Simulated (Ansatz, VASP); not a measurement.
# One calculation of Si8C7, two programs

```
Si C
1.0
     0.00000    0.00000    5.07429
    -3.09194    5.35539    0.00000
    -3.09194   -5.35539    0.00000
Si C
8 7
Direct
  0.51381 0.16667 0.33333
  0.48709 0.66831 0.33663
  0.48709 0.16337 0.83169
  0.48709 0.66831 0.83169
  0.01410 0.78796 0.14398
  0.01410 0.35602 0.14398
  0.98922 0.83333 0.66667
  0.01410 0.35602 0.71204
  0.86814 0.67115 0.34231
  0.86814 0.15769 0.82885
  0.86814 0.67115 0.82885
  0.38452 0.83498 0.16749
  0.38452 0.33251 0.16749
  0.36001 0.83333 0.66667
  0.38452 0.33251 0.66502
```

Change from the starting cell: C vacancy (site b), charge +0, atoms relaxed at the host's cell.

Alike in both runs: functional PBE; k mesh 1 × 1 × 1; occupations gaussian, width 0.01 eV; no spin polarisation.

Ansatz relaxed the structure, and its values are those at the end. VASP's run is a single point on that final structure, the one shown.

```csv
,VASP,Ansatz
version,VASP 6.6.1,Ansatz 0.2.0
potentials or method,"VASP PAW PBE potentials, release 64 (Si, C), cutoff 520 eV","scalar-relativistic, plane waves, PAW"
valence electrons in the cell,60,60
```

|  | VASP | Ansatz | Ansatz less VASP |
| --- | --- | --- | --- |
| gap on the k mesh at the Fermi level (eV) | 1.73 | 1.73 | -0.002 |
| least direct gap on the mesh (eV) | 1.73 | 1.73 | -0.002 |
| rms of the force components (eV/Å) | 0.005 | 0.006 | +0.0007 |
